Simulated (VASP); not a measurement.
# Ta2N (P-31m) in VASP: a series of runs

The runs below take Ta2N through single point, with r2SCAN.

Program: VASP 6.6.1. These are calculated values, not measurements. Logs are shortened: lines on timing, memory, paths and dates and some standing lists are left out, and cuts for length are marked.

## 1. The cell of the first run

The structure is trigonal, space group P-31m (No. 162). Conventional cell: a = 5.291 Å, b = 5.291 Å, c = 4.934 Å, α = 90.00°, β = 90.00°, γ = 120.00°. Within 2.8 Å of Ta (site symmetry m) lie 3 N at 2.14 to 2.16 Å. Within 2.9 Å of N (site symmetry 32) lie 6 Ta at 2.16 Å. Within 2.8 Å of N (site symmetry -3m) lie 6 Ta at 2.14 Å.

## 2. Single point, r2SCAN

POSCAR reads:

```
Ta2N
1.0
    5.2911110335      0.0000000029      0.0000000000
   -2.6455555192      4.5822365678      0.0000000000
    0.0000000000      0.0000000000      4.9337448362
Ta N
6 3
Direct
    0.6669883757      0.6669883757      0.7532007009
    0.0000000000      0.3330116243      0.7532007009
    0.3330116243      0.0000000000      0.7532007009
    0.3330116243      0.3330116243      0.2467992991
    0.0000000000      0.6669883757      0.2467992991
    0.6669883757      0.0000000000      0.2467992991
    0.6666666667      0.3333333333      0.5000000000
    0.3333333333      0.6666666667      0.5000000000
    0.0000000000      0.0000000000      0.0000000000
```

INCAR.step1 reads:

```
ALGO = Normal ; EDIFF = 1E-4
ENCUT = 520 ; GGA = PE
ISMEAR = -1 ; LASPH = True
LCHARG = False ; LREAL = False
LWAVE = True ; NBANDS = 50
NELM = 60 ; PREC = Accurate
SIGMA = 0.15
```

INCAR.step2 reads:

```
ALGO = Normal ; EDIFF = 1E-6
ENCUT = 520 ; ISIF = 2
ISMEAR = -1 ; ISTART = 1
LASPH = True ; LCHARG = False
LMIXTAU = True ; LREAL = False
LWAVE = False ; METAGGA = R2SCAN
NBANDS = 50 ; NELM = 60
PREC = Accurate ; SIGMA = 0.15
```

KPOINTS reads:

```
k-points
0
Gamma
  9 9 8
```

Potentials or basis: VASP PAW PBE potentials, release 64 (Ta_pv, N).

Launch:

```console
> cat potpaw_PBE.64/Ta_pv/POTCAR potpaw_PBE.64/N/POTCAR > POTCAR
> cp INCAR.step1 INCAR
> mpirun -np 1 vasp_std > vasp.out
> cp INCAR.step2 INCAR
> mpirun -np 1 vasp_std > vasp.out
```

OUTCAR:

```text
EDIFF = 1E-6
   ENCUT = 520
   ISIF = 2
   ISMEAR = -1
   ISTART = 1
   LASPH = True
   LREAL = False
   METAGGA = R2SCAN
   NELM = 60
   PREC = Accurate

 ion  position               nearest neighbor table
   1  0.667  0.667  0.753-   9 2.14   7 2.16   8 2.16   6 3.01   5 3.01   4 3.01   2 3.05   3 3.05
                             2 3.06   3 3.06   3 3.06   2 3.06   6 3.06   5 3.06   4 3.06
   2  0.000  0.333  0.753-   9 2.14   7 2.16   8 2.16   4 3.01   6 3.01   5 3.01   3 3.05   1 3.05
                             1 3.06   3 3.06   3 3.06   1 3.06   4 3.06   6 3.06   5 3.06
   3  0.333  0.000  0.753-   9 2.14   8 2.16   7 2.16   4 3.01   5 3.01   6 3.01   2 3.05   1 3.05
                             1 3.06   2 3.06   1 3.06   2 3.06   4 3.06   5 3.06   6 3.06
   4  0.333  0.333  0.247-   9 2.14   8 2.16   7 2.16   3 3.01   2 3.01   1 3.01   5 3.05   6 3.05
                             5 3.06   6 3.06   6 3.06   5 3.06   3 3.06   2 3.06   1 3.06
   5  0.000  0.667  0.247-   9 2.14   8 2.16   7 2.16   1 3.01   3 3.01   2 3.01   6 3.05   4 3.05
                             4 3.06   6 3.06   6 3.06   4 3.06   1 3.06   3 3.06   2 3.06
   6  0.667  0.000  0.247-   9 2.14   7 2.16   8 2.16   1 3.01   2 3.01   3 3.01   5 3.05   4 3.05
                             4 3.06   5 3.06   4 3.06   5 3.06   1 3.06   2 3.06   3 3.06
   7  0.667  0.333  0.500-   6 2.16   2 2.16   5 2.16   3 2.16   1 2.16   4 2.16
   8  0.333  0.667  0.500-   3 2.16   5 2.16   2 2.16   6 2.16   4 2.16   1 2.16
   9  0.000  0.000  0.000-   2 2.14   5 2.14   3 2.14   6 2.14   1 2.14   4 2.14

  LATTYP: Found a hexagonal cell.
 ALAT       =     5.2911110335
 C/A-ratio  =     0.9324591385

  Lattice vectors:

 A1 = (   5.2911110335,   0.0000000029,   0.0000000000)
 A2 = (  -2.6455555192,   4.5822365678,   0.0000000000)
 A3 = (   0.0000000000,   0.0000000000,   4.9337448362)

Analysis of symmetry for initial positions (statically):
=====================================================================
 Subroutine PRICEL returns:
 Original cell was already a primitive cell.

 Routine SETGRP: Setting up the symmetry group for a
 hexagonal supercell.

 Subroutine GETGRP returns: Found 12 space group operations
 (whereof 12 operations were pure point group operations)
 out of a pool of 24 trial point group operations.

The static configuration has the point symmetry D_3d.

Analysis of symmetry for dynamics (positions and initial velocities):
=====================================================================
 Subroutine PRICEL returns:
 Original cell was already a primitive cell.

 Routine SETGRP: Setting up the symmetry group for a
 hexagonal supercell.

 Subroutine GETGRP returns: Found 12 space group operations
 (whereof 12 operations were pure point group operations)
 out of a pool of 24 trial point group operations.

The dynamic configuration has the point symmetry D_3d.

 Subroutine INISYM returns: Found 12 space group operations
 (whereof 12 operations are pure point group operations),
 and found     1 'primitive' translations

----------------------------------------------------------------------------------------

                                     Primitive cell

  volume of cell :     119.6192

  direct lattice vectors                    reciprocal lattice vectors
     5.291111034  0.000000003  0.000000000     0.188996223  0.109117020  0.000000000
    -2.645555519  4.582236568  0.000000000    -0.000000000  0.218234040  0.000000000
     0.000000000  0.000000000  4.933744836     0.000000000  0.000000000  0.202685796

  length of vectors
     5.291111034  5.291111033  4.933744836     0.218234040  0.218234040  0.202685796

  position of ions in fractional coordinates (direct lattice)
     0.666988376  0.666988376  0.753200701
     1.000000000  0.333011624  0.753200701
     0.333011624  1.000000000  0.753200701
     0.333011624  0.333011624  0.246799299
     1.000000000  0.666988376  0.246799299
     0.666988376  1.000000000  0.246799299
     0.666666667  0.333333333  0.500000000
     0.333333333  0.666666667  0.500000000
     0.000000000  0.000000000  0.000000000

  ion indices of the primitive-cell ions
   primitive index   ion index
                 1           1
                 2           2
                 3           3
                 4           4
                 5           5
                 6           6
                 7           7
                 8           8
                 9           9

----------------------------------------------------------------------------------------

 KPOINTS: k-points

Automatic generation of k-mesh.
 Grid dimensions read from file:
 generate k-points for:    9    9    8

 Generating k-lattice:

  Cartesian coordinates                     Fractional coordinates (reciprocal lattice)
     0.020999580  0.012124113  0.000000000     0.111111111  0.000000000  0.000000000
    -0.000000000  0.024248227  0.000000000     0.000000000  0.111111111  0.000000000
     0.000000000  0.000000000  0.025335725     0.000000000  0.000000000  0.125000000

  Length of vectors
     0.024248227  0.024248227  0.025335725

  Shift w.r.t. Gamma in fractional coordinates (k-lattice)
     0.000000000  0.000000000  0.000000000

 Subroutine IBZKPT returns following result:
 ===========================================

 Found     81 irreducible k-points:

 Following reciprocal coordinates:
            Coordinates               Weight
  0.000000  0.000000  0.000000      1.000000
  0.111111  0.000000  0.000000      6.000000
  0.222222  0.000000  0.000000      6.000000
  0.333333  0.000000  0.000000      6.000000
  0.444444  0.000000  0.000000      6.000000
  0.111111  0.111111  0.000000      6.000000
[... 16 lines left out ...]
 -0.111111  0.444444  0.125000     12.000000
  0.444444  0.111111  0.125000      6.000000
 [... further k-points ...]
   k-points           NKPTS =     81   k-points in BZ     NKDIM =     81   number of bands    NBANDS=     50
   number of dos      NEDOS =    301   number of ions     NIONS =      9
   total plane-waves  NPLWV =  64000
   dimension x,y,z NGX =    40 NGY =   40 NGZ =   40
   dimension x,y,z NGXF=    80 NGYF=   80 NGZF=   80
   ions per type =               6   3
   NGX,Y,Z   is equivalent  to a cutoff of  12.57, 12.57, 13.48 a.u.
   NGXF,Y,Z  is equivalent  to a cutoff of  25.14, 25.14, 26.96 a.u.
 SYSTEM =  unknown system
   PREC   = accura    normal or accurate (medium, high low for compatibility)
   ISTART =      1    job   : 0-new  1-cont  2-samecut
   ICHARG =      0    charge: 1-file 2-atom 10-const
   ISPIN  =      1    spin polarized calculation?
   LNONCOLLINEAR =      F non collinear calculations
   LSORBIT =      F    spin-orbit coupling
   LASPH  =      T    aspherical Exc in radial PAW
   ENCUT  =  520.0 eV  38.22 Ry    6.18 a.u.   9.84  9.84  9.17*2*pi/ulx,y,z
   NELM   =     60;   NELMIN=  2; NELMDL=  0     # of ELM steps
   EDIFF  = 0.1E-05   stopping-criterion for ELM
   LREAL  =      F    real-space projection
   EDIFFG = 0.1E-04   stopping-criterion for IOM
   NSW    =      0    number of steps for IOM
   IBRION =     -1    ionic relax: 0-MD 1-quasi-New 2-CG
   NFREE  =      0    steps in history (QN), initial steepest desc. (CG)
   ISIF   =      2    stress and relaxation
   ISYM   =      2    0-nonsym 1-usesym 2-fastsym
   POTIM  = 0.5000    time-step for ionic-motion
   TEBEG  =    0.0;   TEEND  =   0.0 temperature during run
   PSTRESS=    0.0 pullay stress
   NELECT =      81.0000    total number of electrons
   NUPDOWN=      -1.0000    fix difference up-down
   EMIN   =  10.00;   EMAX   =-10.00  energy-range for DOS
   EFERMI =   0.00;   METHOD = LEGACY
   ISMEAR =    -1;   SIGMA  =   0.15  broadening in eV -4-tet -1-fermi 0-gaus
   EFERMI_NEDOS =   21; number of points for ismear=-14 and -15
   IALGO  =     38    algorithm
   IMIX   =      4    mixing-type and parameters
     AMIX     =   0.40;   BMIX     =  1.00
     AMIX_MAG =   1.60;   BMIX_MAG =  1.00
  volume/ion in A,a.u.               =      13.29        89.69
  Fermi-wavevector in a.u.,A,eV,Ry     =   1.437594  2.716658 28.118828  2.066676
  Thomas-Fermi vector in A             =   2.556654
   LORBIT       =      0    0 simple, 1 ext, 2 COOP (PROOUT), +10 PAW based schemes
   METAGGA = R2SCAN    functional components
   LHFCALC =     F    Hartree Fock is set to
   AEXX    =    0.0000 exact exchange contribution
   IVDW    =     0    specifies the selected vdW correction
   LEPSILON=     F    determine dielectric tensor
   LRPA    =     F    only Hartree local field effects (RPA)
 non-spin polarized calculation
  energy-cutoff  :      520.00
  volume of cell :      119.62
 maximum number of plane-waves:      3250
   NGX = 19   NGY = 19   NGZ = 19

 number of electron      81.0000002 magnetization

 Free energy of the ion-electron system (eV)
  ---------------------------------------------------
  ext. energy  EPLUGINS =         0.00000000
  ---------------------------------------------------
  free energy    TOTEN  =      -328.28205321 eV

  energy without entropy =     -328.05205396  energy(sigma->0) =     -328.16705358

 E-fermi :   7.4730     XC(G=0): -14.0711

 val. band max:        7.4643061790   @ k =   0.0000   0.0000   0.0000
 cond. band min:       7.4774328848   @ k =   0.3333   0.0000   0.0000
 fundamental gap:      0.0131267058
 Fermi energy:         7.4730025694

 k-point     1 :       0.0000    0.0000    0.0000
  band No.  band energies     occupation
      1     -29.5778      2.00000
      2     -29.1892      2.00000
      3     -29.0173      2.00000
      4     -29.0173      2.00000
      5     -28.9914      2.00000
      6     -28.9914      2.00000
[... 42 lines left out ...]
     49      10.6811      0.00000
     50      11.1734      0.00000

 k-point     2 :       0.1111    0.0000    0.0000
  band No.  band energies     occupation
      1     -29.5656      2.00000
      2     -29.2036      2.00000
      3     -29.0544      2.00000
      4     -29.0538      2.00000
      5     -29.0058      2.00000
      6     -28.9638      2.00000
[... 1158 lines left out ...]
 k-point    24 :       0.4444    0.1111    0.1250
  band No.  band energies     occupation
      1     -29.4372      2.00000
      2     -29.2236      2.00000
      3     -29.1511      2.00000
      4     -29.1080      2.00000
      5     -29.0420      2.00000
      6     -28.9603      2.00000
[... 42 lines left out ...]
     49      10.5850      0.00000
     50      10.9676      0.00000

 [... further k-points ...]
[... 5 lines left out ...]
  --------------------------------------------------------------------------------------
  -------------------------------------------------------------------------------------
  Total        0.8517768      0.8517768      0.7744604      0.0000000      0.0000000     -0.0000000
  in kB       11.4086785     11.4086785     10.3731044      0.0000000      0.0000000     -0.0000000
  external PRESSURE =      11.0634871 kB  Pullay stress =       0.0000000 kB

 VOLUME and BASIS-vectors are now :
 -----------------------------------------------------------------------------
  energy-cutoff  :      520.00
  volume of cell :      119.62
      direct lattice vectors                 reciprocal lattice vectors
     5.291111034  0.000000003  0.000000000     0.188996223  0.109117020  0.000000000
    -2.645555519  4.582236568  0.000000000    -0.000000000  0.218234040  0.000000000
     0.000000000  0.000000000  4.933744836     0.000000000  0.000000000  0.202685796

 POSITION                                       TOTAL-FORCE (eV/Angst)
 -----------------------------------------------------------------------------------
      1.76455      3.05630      3.71610        -0.003929     -0.006806      0.021627
     -0.88100      1.52594      3.71610        -0.003929      0.006806      0.021627
      1.76200      0.00000      3.71610         0.007859      0.000000      0.021627
      0.88100      1.52594      1.21764         0.003929      0.006806     -0.021627
     -1.76455      3.05630      1.21764         0.003929     -0.006806     -0.021627
      3.52911      0.00000      1.21764        -0.007859     -0.000000     -0.021627
      2.64556      1.52741      2.46687        -0.000000      0.000000      0.000000
     -0.00000      3.05482      2.46687         0.000000      0.000000      0.000000
      0.00000      0.00000      0.00000         0.000000      0.000000      0.000000
 -----------------------------------------------------------------------------------
    total drift:                               -0.000000     -0.000000      0.000000

  FREE ENERGIE OF THE ION-ELECTRON SYSTEM (eV)
  ---------------------------------------------------
  free  energy   TOTEN  =      -328.2820532051 eV

  energy  without entropy=     -328.0520539605  energy(sigma->0) =     -328.16705358
```

Run time: 43 min. Hardware: 1 thread of Oxide Virtual Turin-like, shared host; peak memory 0.46 GiB.

Results:

- Free energy: -328.2821 eV
- Pressure: 1.1 GPa
- Largest force: 0.023 eV/Å
- Band gap on the k mesh: zero (an odd number of electrons rules out a gap without spin polarisation)

Forces on the atoms (eV/Å):
```
Ta  -0.004 -0.007  0.022
Ta  -0.004  0.007  0.022
Ta   0.008  0.000  0.022
Ta   0.004  0.007 -0.022
Ta   0.004 -0.007 -0.022
Ta  -0.008  0.000 -0.022
N    0.000  0.000  0.000
N    0.000  0.000  0.000
N    0.000  0.000  0.000
```

Caveat: the PAW data sets were made with another functional, which shifts forces and pressure a little; spin-orbit coupling is left out, which moves the levels of the heavy elements.

## 3. Single point, r2SCAN

POSCAR reads:

```
Ta2N
1.0
    5.2911695081      0.0000000029      0.0000000000
   -2.6455847565      4.5822872083      0.0000000000
    0.0000000000      0.0000000000      4.9312739031
Ta N
6 3
Direct
    0.6669174416      0.6669174416      0.7532238059
    0.0000000000      0.3330825584      0.7532238059
    0.3330825584      0.0000000000      0.7532238059
    0.3330825584      0.3330825584      0.2467761941
    0.0000000000      0.6669174416      0.2467761941
    0.6669174416      0.0000000000      0.2467761941
    0.6666666667      0.3333333333      0.5000000000
    0.3333333333      0.6666666667      0.5000000000
    0.0000000000      0.0000000000      0.0000000000
```

INCAR.step1 reads:

```
SYSTEM = Ta2N
PREC = Accurate
ENCUT = 520
ISMEAR = 0
SIGMA = 0.1
LREAL = .False.
LASPH = .True.
NELM = 80
NBANDS = 50
GGA = PE
ALGO = Normal
EDIFF = 1E-4
LWAVE = .True.
LCHARG = .False.
```

INCAR.step2 reads:

```
SYSTEM = Ta2N
PREC = Accurate
ENCUT = 520
EDIFF = 1E-6
ISMEAR = 0
SIGMA = 0.1
LREAL = .False.
LASPH = .True.
NELM = 80
ALGO = Normal
ISIF = 2
LWAVE = .False.
LCHARG = .True.
METAGGA = R2SCAN
LMIXTAU = .True.
LELF = .True.
LVHAR = .True.
NBANDS = 50
ISTART = 1
```

KPOINTS reads:

```
regular mesh
0
Gamma
  9 9 8
  0 0 0
```

Potentials or basis: VASP PAW PBE potentials, release 64 (Ta_pv, N).

Launch:

```console
> cat potpaw_PBE.64/Ta_pv/POTCAR potpaw_PBE.64/N/POTCAR > POTCAR
> cp INCAR.step1 INCAR
> mpirun -np 1 vasp_std > vasp.out
> cp INCAR.step2 INCAR
> mpirun -np 1 vasp_std > vasp.out
```

Wall time 33 min (1 thread of Oxide Virtual Turin-like, shared host); peak memory 0.47 GiB.

It converged, with:

- Free energy: -328.1783 eV
- Pressure: 1.1 GPa
- Largest force: 0.022 eV/Å
- Band gap on the k mesh: zero (an odd number of electrons rules out a gap without spin polarisation)

Forces in eV/Å, atoms in the order of the input:
```
Ta  -0.004 -0.007  0.020
Ta  -0.004  0.007  0.020
Ta   0.008  0.000  0.020
Ta   0.004  0.007 -0.020
Ta   0.004 -0.007 -0.020
Ta  -0.008  0.000 -0.020
N    0.000  0.000  0.000
N    0.000  0.000  0.000
N    0.000  0.000  0.000
```

Stress tensor (GPa, compression positive):
```
1.14 0.00 0.00
0.00 1.14 0.00
0.00 0.00 1.03
```

Levels at points of the mesh, in eV from the Fermi level:
```tsv
k point	band 37	band 38	band 39	band 40	band 41	band 42	band 43	band 44	band 45	band 46
(0.00, 0.00, 0.00)	-1.89	-0.74	-0.54	-0.54	-0.45	-0.04	-0.04	0.80	0.80	1.80
(0.00, 0.00, 0.50)	-1.91	-1.91	-1.51	-1.51	-0.97	0.65	0.65	0.97	2.17	2.17
```

Caveat: the PAW data sets were made with another functional, which shifts forces and pressure a little; spin-orbit coupling is left out, which moves the levels of the heavy elements.

The gap in the log of VASP goes by the Fermi energy; the results here count the filled bands.